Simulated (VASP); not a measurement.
Runs of VASP 6.6.1 on Ga3BSb2. The structure is that of space group P6/mmm (No. 191), or close to it. The cells are those of the table. The cell was built from a structure type or drawn by symmetry, and may not be a known phase.

```tsv
task	cell	k mesh	cutoff (eV)	gap on the mesh (eV)	pressure (GPa)	relaxed volume (Å³/atom)
relaxation of cell and atoms	relaxed from a = 5.287, b = 5.287, c = 5.907 Å, angles 90.0, 90.0, 120.0°, 6 atoms	6 × 6 × 4	600	none	-0.1	23.47
relaxation of cell and atoms	relaxed from a = 6.286, b = 6.286, c = 3.452 Å, angles 90.0, 90.0, 120.0°, 6 atoms	3 × 3 × 6	600	none	-0.1	23.00
single point	a = 5.324, b = 5.324, c = 5.702 Å, angles 90.0, 90.0, 120.0°, 6 atoms	12 × 12 × 6	520	none	0.0	-
single point	a = 5.324, b = 5.324, c = 5.702 Å, angles 90.0, 90.0, 120.0°, 6 atoms	12 × 12 × 8	520	none	0.0	-
single point	a = 6.286, b = 6.286, c = 3.452 Å, angles 90.0, 90.0, 120.0°, 6 atoms	3 × 3 × 6	520	none	29.4	-
relaxation of cell and atoms	relaxed from a = 5.324, b = 5.324, c = 5.702 Å, angles 90.0, 90.0, 120.0°, 6 atoms	12 × 12 × 8	600	none	0.0	-
single point	a = 5.251, b = 5.251, c = 5.881 Å, angles 90.0, 90.0, 120.0°, 6 atoms	6 × 6 × 4	520	none	(a)	-
single point	a = 5.287, b = 5.287, c = 5.907 Å, angles 90.0, 90.0, 120.0°, 6 atoms	3 × 3 × 6	520	none	-0.1	-
```

Alike in all rows: level PBE; potentials or basis VASP PAW PBE potentials, release 64 (Ga_d, B, Sb); no spin polarisation; smearing gaussian 0.1 eV.

Q: Estimate the missing entries.

A: (a) 0.1.

Caveats: some runs use coarse meshes; spin-orbit coupling is left out, which moves the levels of the heavy elements; the volume moved by over 15 % at a fixed basis, so the end points are rough (at least some runs); the relaxation stopped at its first step, so nothing moved (at least some runs).

A k mesh can miss the band edges, and the runs leave out spin-orbit coupling on Ga, Sb.

A gap of «none» marks levels without a gap at the run's occupations.
